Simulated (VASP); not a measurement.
# Al3Cu (P4/mmm) in VASP: a series of runs

Al3Cu is run at these levels: LDA; tasks: single point.

Program: VASP 6.6.1. These are calculated values, not measurements. Logs are shortened: lines on timing, memory, paths and dates and some standing lists are left out, and cuts for length are marked.

### 1 The cell of the first run

The structure is tetragonal, space group P4/mmm (No. 123). Conventional cell: a = 3.767 Å, b = 3.767 Å, c = 4.253 Å, α = 90.00°, β = 90.00°, γ = 90.00°. Al (site symmetry mmm) has 8 Al at 2.66 to 2.84 Å and 4 Cu at 2.84 Å within 3.5 Å. Within 3.5 Å of Al (site symmetry 4/mmm) lie 4 Cu at 2.66 Å and 8 Al at 2.84 Å. Within 3.5 Å of Cu (site symmetry 4/mmm) lie 12 Al at 2.66 to 2.84 Å.

### 2 Single point, LDA (volume 15.085 Å^3 an atom, c/a of the conventional cell 1.1290)

INCAR

```
PREC = Accurate ; ENCUT = 520
EDIFF = 1E-7 ; ISMEAR = 0
SIGMA = 0.15 ; LREAL = False
LASPH = True ; NELM = 100
ALGO = Fast ; ISIF = 2
LWAVE = False ; LCHARG = False
GGA = CA ; NBANDS = 18
```

KPOINTS

```
regular mesh
0
Gamma
  12 12 12
```

POSCAR

```
Al3Cu
1.0
    3.7667817243      0.0000000000      0.0000000000
    0.0000000000      3.7667817243      0.0000000000
    0.0000000000      0.0000000000      4.2526965667
Al Cu
3 1
Direct
    0.0000000000      0.5000000000      0.5000000000
    0.5000000000      0.0000000000      0.5000000000
    0.5000000000      0.5000000000      0.0000000000
    0.0000000000      0.0000000000      0.0000000000
```

Potentials or basis: VASP PAW LDA potentials, release 64 (Al, Cu).

Run with:

```bash
> cat potpaw_LDA.64/Al/POTCAR potpaw_LDA.64/Cu/POTCAR > POTCAR
> mpirun -np 1 vasp_std > vasp.out
```

OUTCAR:

```text
PREC = Accurate
   ENCUT = 520
   EDIFF = 1E-7
   ISMEAR = 0
   LREAL = False
   LASPH = True
   NELM = 100
   ISIF = 2
   GGA = CA

 ion  position               nearest neighbor table
   1  0.000  0.500  0.500-   2 2.66   2 2.66   2 2.66   2 2.66   4 2.84   3 2.84   4 2.84   4 2.84
                             4 2.84   3 2.84   3 2.84   3 2.84
   2  0.500  0.000  0.500-   1 2.66   1 2.66   1 2.66   1 2.66   4 2.84   3 2.84   3 2.84   3 2.84
                             4 2.84   4 2.84   4 2.84   3 2.84
   3  0.500  0.500  0.000-   4 2.66   4 2.66   4 2.66   4 2.66   2 2.84   2 2.84   2 2.84   2 2.84
                             1 2.84   1 2.84   1 2.84   1 2.84
   4  0.000  0.000  0.000-   3 2.66   3 2.66   3 2.66   3 2.66   2 2.84   1 2.84   2 2.84   1 2.84
                             2 2.84   1 2.84   2 2.84   1 2.84

  LATTYP: Found a simple tetragonal cell.
 ALAT       =     3.7667817243
 C/A-ratio  =     1.1290000000

  Lattice vectors:

 A1 = (   3.7667817243,   0.0000000000,   0.0000000000)
 A2 = (   0.0000000000,   3.7667817243,   0.0000000000)
 A3 = (   0.0000000000,   0.0000000000,   4.2526965667)

Analysis of symmetry for initial positions (statically):
=====================================================================
 Subroutine PRICEL returns:
 Original cell was already a primitive cell.

 Routine SETGRP: Setting up the symmetry group for a
 simple tetragonal supercell.

 Subroutine GETGRP returns: Found 16 space group operations
 (whereof 16 operations were pure point group operations)
 out of a pool of 16 trial point group operations.

The static configuration has the point symmetry D_4h.

Analysis of symmetry for dynamics (positions and initial velocities):
=====================================================================
 Subroutine PRICEL returns:
 Original cell was already a primitive cell.

 Routine SETGRP: Setting up the symmetry group for a
 simple tetragonal supercell.

 Subroutine GETGRP returns: Found 16 space group operations
 (whereof 16 operations were pure point group operations)
 out of a pool of 16 trial point group operations.

The dynamic configuration has the point symmetry D_4h.

 Subroutine INISYM returns: Found 16 space group operations
 (whereof 16 operations are pure point group operations),
 and found     1 'primitive' translations

----------------------------------------------------------------------------------------

                                     Primitive cell

  volume of cell :      60.3400

  direct lattice vectors                    reciprocal lattice vectors
     3.766781724  0.000000000  0.000000000     0.265478616  0.000000000  0.000000000
     0.000000000  3.766781724  0.000000000     0.000000000  0.265478616  0.000000000
     0.000000000  0.000000000  4.252696567     0.000000000  0.000000000  0.235144921

  length of vectors
     3.766781724  3.766781724  4.252696567     0.265478616  0.265478616  0.235144921

  position of ions in fractional coordinates (direct lattice)
     0.000000000  0.500000000  0.500000000
     0.500000000  0.000000000  0.500000000
     0.500000000  0.500000000  0.000000000
     0.000000000  0.000000000  0.000000000

  ion indices of the primitive-cell ions
   primitive index   ion index
                 1           1
                 2           2
                 3           3
                 4           4

----------------------------------------------------------------------------------------

 KPOINTS: regular mesh

Automatic generation of k-mesh.
 Grid dimensions read from file:
 generate k-points for:   12   12   12

 Generating k-lattice:

  Cartesian coordinates                     Fractional coordinates (reciprocal lattice)
     0.022123218  0.000000000  0.000000000     0.083333333  0.000000000  0.000000000
     0.000000000  0.022123218  0.000000000     0.000000000  0.083333333  0.000000000
     0.000000000  0.000000000  0.019595410     0.000000000  0.000000000  0.083333333

  Length of vectors
     0.022123218  0.022123218  0.019595410

  Shift w.r.t. Gamma in fractional coordinates (k-lattice)
     0.000000000  0.000000000  0.000000000

 Subroutine IBZKPT returns following result:
 ===========================================

 Found    196 irreducible k-points:

 Following reciprocal coordinates:
            Coordinates               Weight
  0.000000  0.000000  0.000000      1.000000
  0.083333  0.000000  0.000000      4.000000
  0.166667  0.000000  0.000000      4.000000
  0.250000  0.000000  0.000000      4.000000
  0.333333  0.000000  0.000000      4.000000
  0.416667  0.000000  0.000000      4.000000
[... 16 lines left out ...]
  0.333333  0.333333  0.000000      4.000000
  0.416667  0.333333  0.000000      8.000000
 [... further k-points ...]
   k-points           NKPTS =    196   k-points in BZ     NKDIM =    196   number of bands    NBANDS=     18
   number of dos      NEDOS =    301   number of ions     NIONS =      4
   total plane-waves  NPLWV =  25088
   dimension x,y,z NGX =    28 NGY =   28 NGZ =   32
   dimension x,y,z NGXF=    56 NGYF=   56 NGZF=   64
   ions per type =               3   1
   NGX,Y,Z   is equivalent  to a cutoff of  12.36, 12.36, 12.51 a.u.
   NGXF,Y,Z  is equivalent  to a cutoff of  24.72, 24.72, 25.02 a.u.
 SYSTEM =  unknown system
   PREC   = accura    normal or accurate (medium, high low for compatibility)
   ISTART =      0    job   : 0-new  1-cont  2-samecut
   ICHARG =      2    charge: 1-file 2-atom 10-const
   ISPIN  =      1    spin polarized calculation?
   LNONCOLLINEAR =      F non collinear calculations
   LSORBIT =      F    spin-orbit coupling
   LASPH  =      T    aspherical Exc in radial PAW
   ENCUT  =  520.0 eV  38.22 Ry    6.18 a.u.   7.00  7.00  7.91*2*pi/ulx,y,z
   NELM   =    100;   NELMIN=  2; NELMDL= -5     # of ELM steps
   EDIFF  = 0.1E-06   stopping-criterion for ELM
   LREAL  =      F    real-space projection
   EDIFFG = 0.1E-05   stopping-criterion for IOM
   NSW    =      0    number of steps for IOM
   IBRION =     -1    ionic relax: 0-MD 1-quasi-New 2-CG
   NFREE  =      0    steps in history (QN), initial steepest desc. (CG)
   ISIF   =      2    stress and relaxation
   ISYM   =      2    0-nonsym 1-usesym 2-fastsym
   POTIM  = 0.5000    time-step for ionic-motion
[... 37 lines left out ...]

  energy without entropy =      -17.18256816  energy(sigma->0) =      -17.19065413

 E-fermi :   7.9350     XC(G=0): -10.9459

 val. band max:        7.9011482414   @ k =   0.5000   0.4167   0.2500
 cond. band min:       7.9394686390   @ k =   0.0000   0.0000   0.4167
 fundamental gap:      0.0383203977
 Fermi energy:         7.9350200638

 k-point     1 :       0.0000    0.0000    0.0000
  band No.  band energies     occupation
      1      -3.0649      2.00000
      2       3.4586      2.00000
      3       3.8352      2.00000
      4       4.3804      2.00000
      5       4.4364      2.00000
      6       4.4364      2.00000
[... 10 lines left out ...]
     17      14.7536      0.00000
     18      15.2433      0.00000

 k-point     2 :       0.0833    0.0000    0.0000
  band No.  band energies     occupation
      1      -2.9922      2.00000
      2       3.4732      2.00000
      3       3.7878      2.00000
      4       4.2753      2.00000
      5       4.3495      2.00000
      6       4.4392      2.00000
[... 10 lines left out ...]
     17      14.8016      0.00000
     18      14.8065      0.00000

 k-point     3 :       0.1667    0.0000    0.0000
  band No.  band energies     occupation
      1      -2.7746      2.00000
      2       3.3177      2.00000
      3       3.6584      2.00000
      4       4.1165      2.00000
      5       4.2737      2.00000
      6       4.4470      2.00000
[... 10 lines left out ...]
     17      14.9233      0.00000
     18      15.0821      0.00000

 k-point     4 :       0.2500    0.0000    0.0000
  band No.  band energies     occupation
      1      -2.4138      2.00000
      2       2.4778      2.00000
      3       3.7212      2.00000
      4       3.9989      2.00000
      5       4.1848      2.00000
      6       4.4576      2.00000
[... 10 lines left out ...]
     17      14.5048      0.00000
     18      15.2105      0.00000

 k-point     5 :       0.3333    0.0000    0.0000
  band No.  band energies     occupation
      1      -1.9136      2.00000
      2       1.4377      2.00000
      3       3.8181      2.00000
      4       3.9183      2.00000
      5       4.1080      2.00000
      6       4.4682      2.00000
[... 10 lines left out ...]
     17      15.1236      0.00000
     18      15.4726      0.00000

 k-point     6 :       0.4167    0.0000    0.0000
  band No.  band energies     occupation
      1      -1.2846      2.00000
      2       0.4501      2.00000
      3       3.8711      2.00000
      4       3.8900      2.00000
      5       4.0573      2.00000
      6       4.4759      2.00000
[... 10 lines left out ...]
     17      15.7301      0.00000
     18      16.3645      0.00000

 k-point     7 :       0.5000    0.0000    0.0000
  band No.  band energies     occupation
      1      -0.7032      2.00000
      2      -0.2544      2.00000
      3       3.8556      2.00000
      4       3.9160      2.00000
      5       4.0397      2.00000
      6       4.4788      2.00000
[... 10 lines left out ...]
     17      16.1913      0.00000
     18      16.7316      0.00000

 k-point     8 :       0.0833    0.0833    0.0000
  band No.  band energies     occupation
      1      -2.9196      2.00000
      2       3.4884      2.00000
      3       3.7530      2.00000
      4       4.2210      2.00000
      5       4.3059      2.00000
      6       4.4170      2.00000
[... 10 lines left out ...]
     17      13.9778      0.00000
     18      16.0955      0.00000
[... 229 lines left out ...]
     17      13.8411      0.00000
     18      16.1812      0.00000

 k-point    20 :       0.3333    0.2500    0.0000
  band No.  band energies     occupation
      1      -1.2796      2.00000
      2       1.9859      2.00000
      3       3.2184      2.00000
      4       4.0145      2.00000
      5       4.0245      2.00000
      6       4.2683      2.00000
[... 10 lines left out ...]
     17      15.0957      0.00000
     18      15.5446      0.00000

 k-point    21 :       0.4167    0.2500    0.0000
  band No.  band energies     occupation
      1      -0.6647      2.00000
      2       1.0503      2.00000
      3       3.4727      2.00000
      4       3.9534      2.00000
      5       3.9993      2.00000
      6       4.2758      2.00000
[... 10 lines left out ...]
     17      14.6223      0.00000
     18      14.7598      0.00000

 k-point    22 :       0.5000    0.2500    0.0000
  band No.  band energies     occupation
      1      -0.1197      2.00000
      2       0.3916      2.00000
      3       3.5967      2.00000
      4       3.8995      2.00000
      5       3.9883      2.00000
      6       4.2813      2.00000
[... 10 lines left out ...]
     17      14.0467      0.00000
     18      15.0656      0.00000

 k-point    23 :       0.3333    0.3333    0.0000
  band No.  band energies     occupation
      1      -0.7953      2.00000
      2       2.2589      2.00000
      3       2.5342      2.00000
      4       3.9603      2.00000
      5       4.0625      2.00000
      6       4.2073      2.00000
[... 10 lines left out ...]
     17      14.5851      0.00000
     18      16.1996      0.00000

 k-point    24 :       0.4167    0.3333    0.0000
  band No.  band energies     occupation
      1      -0.1948      2.00000
      2       1.4954      2.00000
      3       2.8542      2.00000
      4       3.8043      2.00000
      5       4.0637      2.00000
      6       4.1954      2.00000
[... 10 lines left out ...]
     17      13.6646      0.00000
     18      16.6224      0.00000

 [... further k-points ...]

------------------------ aborting loop because EDIFF is reached ----------------------------------------

  FORCE on cell =-STRESS in cart. coord.  units (eV):
  Direction    XX          YY          ZZ          XY          YZ          ZX
  --------------------------------------------------------------------------------------
  -------------------------------------------------------------------------------------
  Total       -0.1379490     -0.1379490     -3.7148014      0.0000000     -0.0000000      0.0000000
  in kB       -3.6628900     -3.6628900    -98.6372319      0.0000000     -0.0000000      0.0000000
  external PRESSURE =     -35.3210039 kB  Pullay stress =       0.0000000 kB

 VOLUME and BASIS-vectors are now :
 -----------------------------------------------------------------------------
  energy-cutoff  :      520.00
  volume of cell :       60.34
      direct lattice vectors                 reciprocal lattice vectors
     3.766781724  0.000000000  0.000000000     0.265478616  0.000000000  0.000000000
     0.000000000  3.766781724  0.000000000     0.000000000  0.265478616  0.000000000
     0.000000000  0.000000000  4.252696567     0.000000000  0.000000000  0.235144921

 POSITION                                       TOTAL-FORCE (eV/Angst)
 -----------------------------------------------------------------------------------
      0.00000      1.88339      2.12635         0.000000      0.000000      0.000000
      1.88339      0.00000      2.12635         0.000000      0.000000      0.000000
      1.88339      1.88339      0.00000         0.000000      0.000000      0.000000
      0.00000      0.00000      0.00000         0.000000      0.000000      0.000000
 -----------------------------------------------------------------------------------
    total drift:                               -0.000000     -0.000000     -0.000000

  FREE ENERGIE OF THE ION-ELECTRON SYSTEM (eV)
  ---------------------------------------------------
  free  energy   TOTEN  =       -17.1987400951 eV

  energy  without entropy=      -17.1825681646  energy(sigma->0) =      -17.19065413
```

Run time: 4.3 min. Hardware: 1 thread of Intel Xeon Platinum 8259CL at 2.50GHz (Skylake/Cascade Lake), shared host; peak memory 0.3 GiB.

Results:

| Item | Value |
| --- | --- |
| Free energy | -17.1987 eV |
| Pressure | -3.5 GPa |
| Band gap on the k mesh | zero (band 10 reaches 9.85 eV, above the bottom of band 11 at 5.97 eV) |

Stress tensor (GPa, compression positive):
```
-0.37  0.00  0.00
 0.00 -0.37  0.00
 0.00  0.00 -9.86
```

Levels at points of the mesh, in eV from the Fermi level:
| k point | band 6 | band 7 | band 8 | band 9 | band 10 | band 11 | band 12 | band 13 | band 14 | band 15 |
| --- | --- | --- | --- | --- | --- | --- | --- | --- | --- | --- |
| (0.00, 0.00, 0.00) | -3.50 | -3.37 | -1.61 | -1.61 | -1.27 | 0.68 | 1.33 | 5.82 | 5.82 | 6.24 |
| (0.50, 0.00, 0.00) | -3.46 | -3.26 | -0.55 | -0.24 | -0.15 | 1.13 | 1.17 | 1.25 | 2.54 | 3.91 |
| (0.50, 0.50, 0.00) | -3.81 | -3.27 | -3.13 | -3.07 | 0.77 | 2.47 | 2.47 | 2.55 | 2.55 | 2.62 |
| (0.00, 0.00, 0.50) | -3.54 | -3.45 | 0.52 | 0.52 | 0.78 | 0.78 | 1.25 | 2.43 | 3.11 | 3.82 |
| (0.50, 0.00, 0.50) | -3.61 | -3.41 | -3.21 | -3.00 | 1.91 | 3.13 | 3.74 | 3.99 | 4.35 | 4.51 |
| (0.50, 0.50, 0.50) | -3.69 | -3.69 | -3.38 | -3.27 | -2.26 | -1.96 | -1.96 | -1.67 | 10.21 | 10.82 |

### 3 Single point, LDA (volume 15.467 Å^3 an atom, c/a of the conventional cell 1.1996)

INCAR

```
PREC = Accurate
ENCUT = 520
EDIFF = 1E-7
ISMEAR = 0
SIGMA = 0.15
LREAL = False
LASPH = True
NELM = 100
ALGO = Fast
ISIF = 2
LWAVE = False
LCHARG = False
GGA = CA
NBANDS = 18
```

KPOINTS is that of step 2.

POSCAR

```
Al3Cu
1.0
    3.7222871517      0.0000000000      0.0000000000
    0.0000000000      3.7222871517      0.0000000000
    0.0000000000      0.0000000000      4.4652556672
Al Cu
3 1
Direct
    0.0000000000      0.5000000000      0.5000000000
    0.5000000000      0.0000000000      0.5000000000
    0.5000000000      0.5000000000      0.0000000000
    0.0000000000      0.0000000000      0.0000000000
```

Potentials or basis: VASP PAW LDA potentials, release 64 (Al, Cu).

Run with:

```bash
> cat potpaw_LDA.64/Al/POTCAR potpaw_LDA.64/Cu/POTCAR > POTCAR
> mpirun -np 1 vasp_std > vasp.out
```

Wall time 4.8 min (1 thread of Intel Xeon Platinum 8259CL at 2.50GHz (Skylake/Cascade Lake), shared host); peak memory 0.3 GiB.

The run converged. Its results:

```yaml
Free_energy: -16.9845 eV
Pressure: -4.0 GPa
Band_gap_on_the_k_mesh: zero (band 10 reaches 9.83 eV, above the bottom of band 11 at 5.63 eV)
```

Stress tensor (GPa, compression positive):
```
  0.41   0.00   0.00
  0.00   0.41   0.00
  0.00   0.00 -12.81
```

Levels at points of the mesh, in eV from the Fermi level:
| k point | band 6 | band 7 | band 8 | band 9 | band 10 | band 11 | band 12 | band 13 | band 14 | band 15 |
| --- | --- | --- | --- | --- | --- | --- | --- | --- | --- | --- |
| (0.00, 0.00, 0.00) | -3.41 | -3.41 | -1.77 | -1.22 | -1.22 | 1.00 | 1.70 | 5.34 | 5.34 | 6.18 |
| (0.50, 0.00, 0.00) | -3.36 | -3.18 | -0.83 | -0.80 | -0.45 | 0.54 | 1.54 | 1.56 | 3.01 | 4.30 |
| (0.50, 0.50, 0.00) | -3.74 | -3.19 | -3.07 | -3.03 | 0.60 | 1.94 | 1.94 | 2.27 | 2.27 | 2.28 |
| (0.00, 0.00, 0.50) | -3.50 | -3.44 | 0.59 | 0.59 | 1.05 | 1.05 | 1.48 | 2.65 | 3.43 | 4.04 |
| (0.50, 0.00, 0.50) | -3.47 | -3.38 | -3.13 | -2.97 | 2.18 | 3.17 | 4.09 | 4.31 | 4.57 | 4.76 |
| (0.50, 0.50, 0.50) | -3.50 | -3.50 | -3.34 | -3.19 | -2.11 | -2.02 | -2.02 | -1.56 | 8.93 | 9.54 |

### 4 Single point, LDA (volume 15.467 Å^3 an atom, c/a of the conventional cell 0.8336)

INCAR

```
SYSTEM = Al3Cu
PREC = Accurate
ENCUT = 520
EDIFF = 1E-7
ISMEAR = 0
SIGMA = 0.15
LREAL = .False.
LASPH = .True.
NELM = 60
ALGO = Fast
ISIF = 2
LWAVE = .False.
LCHARG = .False.
GGA = CA
NBANDS = 18
```

KPOINTS

```
regular mesh
0
Gamma
  12 12 12
  0 0 0
```

POSCAR

```
Al3Cu
1.0
    4.2024522770      0.0000000000      0.0000000000
    0.0000000000      4.2024522770      0.0000000000
    0.0000000000      0.0000000000      3.5031642181
Al Cu
3 1
Direct
    0.0000000000      0.5000000000      0.5000000000
    0.5000000000      0.0000000000      0.5000000000
    0.5000000000      0.5000000000      0.0000000000
    0.0000000000      0.0000000000      0.0000000000
```

Run with:

```bash
> cat potpaw_LDA.64/Al/POTCAR potpaw_LDA.64/Cu/POTCAR > POTCAR
> mpirun -np 1 vasp_std > vasp.out
```

Run time: 4 min. Hardware: 1 thread of Intel Xeon Platinum 8259CL at 2.50GHz (Skylake/Cascade Lake), shared host; peak memory 0.3 GiB.

It converged, with:

* Free energy: -17.0252 eV
* Pressure: -5.7 GPa
* Band gap on the k mesh: zero (band 10 reaches 10.73 eV, above the bottom of band 11 at 5.65 eV)

Stress tensor (GPa, compression positive):
```
-7.74  0.00  0.00
 0.00 -7.74  0.00
 0.00  0.00 -1.53
```

Levels at points of the mesh, in eV from the Fermi level:
| k point | band 7 | band 8 | band 9 | band 10 | band 11 | band 12 | band 13 | band 14 |
| --- | --- | --- | --- | --- | --- | --- | --- | --- |
| (0.00, 0.00, 0.00) | -3.14 | -3.14 | -1.32 | -0.68 | -0.06 | 2.58 | 4.58 | 4.58 |
| (0.50, 0.00, 0.00) | -3.41 | -0.67 | -0.66 | -0.36 | 1.23 | 1.95 | 2.30 | 3.68 |
| (0.50, 0.50, 0.00) | -3.41 | -3.36 | -2.99 | 3.00 | 4.30 | 4.30 | 5.23 | 5.65 |
| (0.00, 0.00, 0.50) | -3.04 | -0.03 | -0.03 | 0.31 | 0.31 | 0.43 | 1.02 | 1.45 |
| (0.50, 0.00, 0.50) | -3.36 | -3.03 | -2.94 | 0.91 | 2.12 | 2.65 | 2.81 | 2.93 |
| (0.50, 0.50, 0.50) | -3.43 | -3.37 | -3.28 | -2.14 | -2.08 | -1.79 | -1.79 | 9.91 |

(Part 1 of 2 ends here.)
